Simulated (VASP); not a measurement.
# W (I4/mmm) in VASP: a series of runs

W is run at these levels: LDA; tasks: single point.

All numbers are computed with VASP 6.6.1; they aren't measurements. Logs are shortened: lines on timing, memory, paths and dates and some standing lists are left out, and cuts for length are marked.

## Step 1: The cell of the first run

It takes space group I4/mmm (No. 139, tetragonal). The conventional cell has a = 2.871 Å, b = 2.871 Å, c = 4.517 Å, α = 90.00°, β = 90.00°, γ = 90.00°. Within 3.8 Å of W (site symmetry 4/mmm) lie 12 W at 2.87 to 3.04 Å.

## Step 2: Single point, LDA (strain +0.1125 x Voigt [0, 1, 0, 0, 0, 0])

The input, INCAR:

```
ALGO = Fast ; EDIFF = 1E-6
ENCUT = 520 ; GGA = CA
ISIF = 2 ; ISMEAR = 0
LASPH = True ; LCHARG = True
LELF = True ; LREAL = False
LVHAR = True ; LWAVE = False
NBANDS = 13 ; NELM = 100
PREC = Accurate ; SIGMA = 0.15
```

The input, KPOINTS:

```
k-points
0
Gamma
  20 20 20
```

The input, POSCAR:

```
W
1.0
    0.0000000000      2.2583750000      2.0300000000
    2.0300000000      0.0000000000      2.0300000000
    2.0300000000      2.2583750000      0.0000000000
W
1
Direct
    0.0000000000      0.0000000000      0.0000000000
```

Potentials or basis: VASP PAW LDA potentials, release 64 (W_sv).

Run with:

```sh
cat potpaw_LDA.64/W_sv/POTCAR > POTCAR
mpirun -np 1 vasp_std > vasp.out
```

OUTCAR:

```text
EDIFF = 1E-6
   ENCUT = 520
   GGA = CA
   ISIF = 2
   ISMEAR = 0
   LASPH = True
   LREAL = False
   NELM = 100
   PREC = Accurate

 ion  position               nearest neighbor table
   1  0.000  0.000  0.000-

  LATTYP: Found a body centered tetragonal cell.
 ALAT       =     2.8708535316
 C/A-ratio  =     1.5733125881

  Lattice vectors:

 A1 = (   0.0000000000,  -2.2583750000,   2.0300000000)
 A2 = (   0.0000000000,  -2.2583750000,  -2.0300000000)
 A3 = (   2.0300000000,   2.2583750000,   0.0000000000)

Analysis of symmetry for initial positions (statically):
=====================================================================
 Subroutine PRICEL returns:
 Original cell was already a primitive cell.

 Routine SETGRP: Setting up the symmetry group for a
 body centered tetragonal supercell.

 Subroutine GETGRP returns: Found 16 space group operations
 (whereof 16 operations were pure point group operations)
 out of a pool of 16 trial point group operations.

The static configuration has the point symmetry D_4h.

Analysis of symmetry for dynamics (positions and initial velocities):
=====================================================================
 Subroutine PRICEL returns:
 Original cell was already a primitive cell.

 Routine SETGRP: Setting up the symmetry group for a
 body centered tetragonal supercell.

 Subroutine GETGRP returns: Found 16 space group operations
 (whereof 16 operations were pure point group operations)
 out of a pool of 16 trial point group operations.

The dynamic configuration has the point symmetry D_4h.

 Subroutine INISYM returns: Found 16 space group operations
 (whereof 16 operations are pure point group operations),
 and found     1 'primitive' translations

----------------------------------------------------------------------------------------

                                     Primitive cell

  volume of cell :      18.6131

  direct lattice vectors                    reciprocal lattice vectors
     0.000000000  2.258375000  2.030000000    -0.246305419  0.221398129  0.246305419
     2.030000000  0.000000000  2.030000000     0.246305419 -0.221398129  0.246305419
     2.030000000  2.258375000  0.000000000     0.246305419  0.221398129 -0.246305419

  length of vectors
     3.036635908  2.870853532  3.036635908     0.412734600  0.412734600  0.412734600

  position of ions in fractional coordinates (direct lattice)
     0.000000000  0.000000000  0.000000000

  ion indices of the primitive-cell ions
   primitive index   ion index
                 1           1

----------------------------------------------------------------------------------------

 KPOINTS: k-points

Automatic generation of k-mesh.
 Grid dimensions read from file:
 generate k-points for:   20   20   20

 Generating k-lattice:

  Cartesian coordinates                     Fractional coordinates (reciprocal lattice)
    -0.012315271  0.011069906  0.012315271     0.050000000  0.000000000  0.000000000
     0.012315271 -0.011069906  0.012315271     0.000000000  0.050000000  0.000000000
     0.012315271  0.011069906 -0.012315271     0.000000000  0.000000000  0.050000000

  Length of vectors
     0.020636730  0.020636730  0.020636730

  Shift w.r.t. Gamma in fractional coordinates (k-lattice)
     0.000000000  0.000000000  0.000000000

 Subroutine IBZKPT returns following result:
 ===========================================

 Found    641 irreducible k-points:

 Following reciprocal coordinates:
            Coordinates               Weight
  0.000000  0.000000  0.000000      1.000000
  0.050000  0.000000  0.000000      8.000000
  0.100000  0.000000 -0.000000      8.000000
  0.150000  0.000000  0.000000      8.000000
  0.200000  0.000000 -0.000000      8.000000
  0.250000  0.000000 -0.000000      8.000000
[... 16 lines left out ...]
 -0.400000  0.050000  0.000000     16.000000
 -0.350000  0.050000  0.000000     16.000000
 [... further k-points ...]
   k-points           NKPTS =    641   k-points in BZ     NKDIM =    641   number of bands    NBANDS=     13
   number of dos      NEDOS =    301   number of ions     NIONS =      1
   total plane-waves  NPLWV =  13824
   dimension x,y,z NGX =    24 NGY =   24 NGZ =   24
   dimension x,y,z NGXF=    48 NGYF=   48 NGZF=   48
   ions per type =               1
   NGX,Y,Z   is equivalent  to a cutoff of  13.14, 13.90, 13.14 a.u.
   NGXF,Y,Z  is equivalent  to a cutoff of  26.28, 27.80, 26.28 a.u.
 SYSTEM =  unknown system
   PREC   = accura    normal or accurate (medium, high low for compatibility)
   ISTART =      0    job   : 0-new  1-cont  2-samecut
   ICHARG =      2    charge: 1-file 2-atom 10-const
   ISPIN  =      1    spin polarized calculation?
   LNONCOLLINEAR =      F non collinear calculations
   LSORBIT =      F    spin-orbit coupling
   LASPH  =      T    aspherical Exc in radial PAW
   ENCUT  =  520.0 eV  38.22 Ry    6.18 a.u.   5.65  5.34  5.65*2*pi/ulx,y,z
   NELM   =    100;   NELMIN=  2; NELMDL= -5     # of ELM steps
   EDIFF  = 0.1E-05   stopping-criterion for ELM
   LREAL  =      F    real-space projection
   EDIFFG = 0.1E-04   stopping-criterion for IOM
   NSW    =      0    number of steps for IOM
   IBRION =     -1    ionic relax: 0-MD 1-quasi-New 2-CG
   NFREE  =      0    steps in history (QN), initial steepest desc. (CG)
   ISIF   =      2    stress and relaxation
   ISYM   =      2    0-nonsym 1-usesym 2-fastsym
   POTIM  = 0.5000    time-step for ionic-motion
   TEBEG  =    0.0;   TEEND  =   0.0 temperature during run
   PSTRESS=    0.0 pullay stress
   NELECT =      14.0000    total number of electrons
   NUPDOWN=      -1.0000    fix difference up-down
   EMIN   =  10.00;   EMAX   =-10.00  energy-range for DOS
   EFERMI =   0.00;   METHOD = LEGACY
   ISMEAR =     0;   SIGMA  =   0.15  broadening in eV -4-tet -1-fermi 0-gaus
   EFERMI_NEDOS =   21; number of points for ismear=-14 and -15
   IALGO  =     68    algorithm
   IMIX   =      4    mixing-type and parameters
     AMIX     =   0.40;   BMIX     =  1.00
     AMIX_MAG =   1.60;   BMIX_MAG =  1.00
  volume/ion in A,a.u.               =      18.61       125.61
  Fermi-wavevector in a.u.,A,eV,Ry     =   1.488829  2.813479 30.158832  2.216612
  Thomas-Fermi vector in A             =   2.601814
   LORBIT       =      0    0 simple, 1 ext, 2 COOP (PROOUT), +10 PAW based schemes
   GGA     = CA    functional components
   LHFCALC =     F    Hartree Fock is set to
   AEXX    =    0.0000 exact exchange contribution
   IVDW    =     0    specifies the selected vdW correction
   LEPSILON=     F    determine dielectric tensor
   LRPA    =     F    only Hartree local field effects (RPA)
 non-spin polarized calculation
 RMM-DIIS sequential band-by-band and
 Gauss-broadening in eV      SIGMA  =   0.15
  energy-cutoff  :      520.00
  volume of cell :       18.61
 maximum number of plane-waves:       517
   NGX = 11   NGY = 11   NGZ = 11

 number of electron      14.0000001 magnetization

 Free energy of the ion-electron system (eV)
  ---------------------------------------------------
  ext. energy  EPLUGINS =         0.00000000
  ---------------------------------------------------
  free energy    TOTEN  =       -13.30705951 eV

  energy without entropy =      -13.29436190  energy(sigma->0) =      -13.30071070

 E-fermi :   8.8722     XC(G=0): -12.9414

 val. band max:        8.8606539940   @ k =   0.3500   0.1000   0.0500
 cond. band min:       8.8730368141   @ k =   0.3500   0.3000   0.0000
 fundamental gap:      0.0123828200
 Fermi energy:         8.8722024333

 k-point     1 :       0.0000    0.0000    0.0000
  band No.  band energies     occupation
      1     -64.8101      2.00000
      2     -28.8700      2.00000
      3     -28.7774      2.00000
      4     -28.7774      2.00000
      5       0.4529      2.00000
      6       7.4353      2.00000
      7       8.7243      1.83685
      8       8.7243      1.83685
      9       9.7807      0.00000
     10      11.6375      0.00000
     11      21.5537      0.00000
     12      24.2268      0.00000
     13      26.9134      0.00000

 k-point     2 :       0.0500    0.0000    0.0000
  band No.  band energies     occupation
      1     -64.8086      2.00000
      2     -28.8773      2.00000
      3     -28.7938      2.00000
      4     -28.7785      2.00000
      5       0.5490      2.00000
      6       7.4600      2.00000
      7       8.6664      1.94770
      8       8.7684      1.67221
      9       9.7689      0.00000
     10      11.5799      0.00000
     11      21.7401      0.00000
     12      24.2912      0.00000
     13      26.4880      0.00000

 k-point     3 :       0.1000    0.0000   -0.0000
  band No.  band energies     occupation
      1     -64.8041      2.00000
      2     -28.9065      2.00000
      3     -28.8334      2.00000
      4     -28.7818      2.00000
      5       0.8304      2.00000
      6       7.5093      2.00000
      7       8.5130      1.99929
      8       8.8920      0.85193
      9       9.7687      0.00000
     10      11.4277      0.00000
     11      22.2497      0.00000
     12      24.2293      0.00000
     13      25.9960      0.00000
[... 305 lines left out ...]
 k-point    23 :      -0.4000    0.0500    0.0000
  band No.  band energies     occupation
      1     -64.7506      2.00000
      2     -29.5165      2.00000
      3     -28.9924      2.00000
      4     -28.8375      2.00000
      5       3.7822      2.00000
      6       7.5061      2.00000
      7       8.4259      1.99997
      8       8.8564      1.11856
      9      12.2748      0.00000
     10      12.7356      0.00000
     11      18.1971      0.00000
     12      21.4368      0.00000
     13      26.5230      0.00000

 k-point    24 :      -0.3500    0.0500    0.0000
  band No.  band energies     occupation
      1     -64.7570      2.00000
      2     -29.4416      2.00000
      3     -28.9767      2.00000
      4     -28.8337      2.00000
      5       3.6020      2.00000
      6       7.5775      2.00000
      7       7.9727      2.00000
      8       8.9123      0.70562
      9      11.7416      0.00000
     10      12.3297      0.00000
     11      19.2490      0.00000
     12      22.1062      0.00000
     13      27.3766      0.00000

 [... further k-points ...]
[... 5 lines left out ...]
  --------------------------------------------------------------------------------------
  -------------------------------------------------------------------------------------
  Total       -4.6804593     -3.4918361     -4.6804593      0.0000000      0.0000000      0.0000000
  in kB     -402.8848368   -300.5704672   -402.8848368      0.0000000      0.0000000      0.0000000
  external PRESSURE =    -368.7800469 kB  Pullay stress =       0.0000000 kB

 VOLUME and BASIS-vectors are now :
 -----------------------------------------------------------------------------
  energy-cutoff  :      520.00
  volume of cell :       18.61
      direct lattice vectors                 reciprocal lattice vectors
     0.000000000  2.258375000  2.030000000    -0.246305419  0.221398129  0.246305419
     2.030000000  0.000000000  2.030000000     0.246305419 -0.221398129  0.246305419
     2.030000000  2.258375000  0.000000000     0.246305419  0.221398129 -0.246305419

 POSITION                                       TOTAL-FORCE (eV/Angst)
 -----------------------------------------------------------------------------------
      0.00000      0.00000      0.00000         0.000000      0.000000      0.000000
 -----------------------------------------------------------------------------------
    total drift:                               -0.000000      0.000000     -0.000000

  FREE ENERGIE OF THE ION-ELECTRON SYSTEM (eV)
  ---------------------------------------------------
  free  energy   TOTEN  =       -13.3070595069 eV

  energy  without entropy=      -13.2943619030  energy(sigma->0) =      -13.30071070
```

Wall time 89 s (1 thread of AMD EPYC 9R45 (Zen 5), shared host); peak memory 0.22 GiB.

What came out:

* Free energy: -13.3071 eV
* Pressure: -36.9 GPa
* Band gap on the k mesh: zero (band 7 reaches 11.95 eV, above the bottom of band 8 at 8.42 eV)

Caveat: the cell differs from its parent crystal (strain +0.1125 x Voigt [0, 1, 0, 0, 0, 0]); spin-orbit coupling is left out, which moves the levels of the heavy elements.

## Step 3: Single point, LDA (strain +0.1312 x Voigt [0, 1, 0, 0, 0, 0])

The input, INCAR:

```
SYSTEM = W
  PREC = Accurate
  ENCUT = 520
  EDIFF = 1E-7
  ISMEAR = 0
  SIGMA = 0.15
  LREAL = .False.
  LASPH = .True.
  NELM = 100
  ALGO = Fast
  ISIF = 2
  LWAVE = .False.
  LCHARG = .False.
  NBANDS = 13
```

The input, KPOINTS:

```
regular mesh
0
Gamma
  20 20 20
  0 0 0
```

The input, POSCAR:

```
W
1.0
    0.0000000000      2.2963360000      2.0300000000
    2.0300000000      0.0000000000      2.0300000000
    2.0300000000      2.2963360000      0.0000000000
W
1
Direct
    0.0000000000      0.0000000000      0.0000000000
```

Potentials or basis: VASP PAW LDA potentials, release 64 (W_sv).

Run with:

```sh
cat potpaw_LDA.64/W_sv/POTCAR > POTCAR
mpirun -np 1 vasp_std > vasp.out
```

Run time: 97 s. Hardware: 1 thread of AMD EPYC 9R45 (Zen 5), shared host; peak memory 0.22 GiB.

Results (log left out):

```yaml
Free_energy: -13.2453 eV
Pressure: -39.2 GPa
Band_gap_on_the_k_mesh: zero (band 7 reaches 11.78 eV, above the bottom of band 8 at 8.27 eV)
```

Stress tensor (GPa, compression positive):
```
-42.17   0.00   0.00
  0.00 -33.25   0.00
  0.00   0.00 -42.17
```

Levels at points of the mesh, in eV from the Fermi level:
```csv
k point,band 3,band 4,band 5,band 6,band 7,band 8,band 9,band 10,band 11,band 12
"(0.00, 0.00, 0.00)",-37.73,-37.73,-8.37,-1.57,-0.09,-0.09,0.67,2.78,12.66,15.02
"(0.50, 0.00, 0.00)",-37.96,-37.77,-5.05,-1.54,-0.08,0.29,3.47,4.09,8.27,11.79
"(0.50, 0.50, 0.00)",-38.17,-38.03,-4.73,-3.89,3.07,3.44,3.52,5.31,9.40,10.54
"(0.50, 0.00, 0.50)",-37.90,-37.90,-4.96,-3.82,0.99,3.97,4.29,4.29,8.64,11.72
```

Caveat: the cell differs from its parent crystal (strain +0.1312 x Voigt [0, 1, 0, 0, 0, 0]); spin-orbit coupling is left out, which moves the levels of the heavy elements.
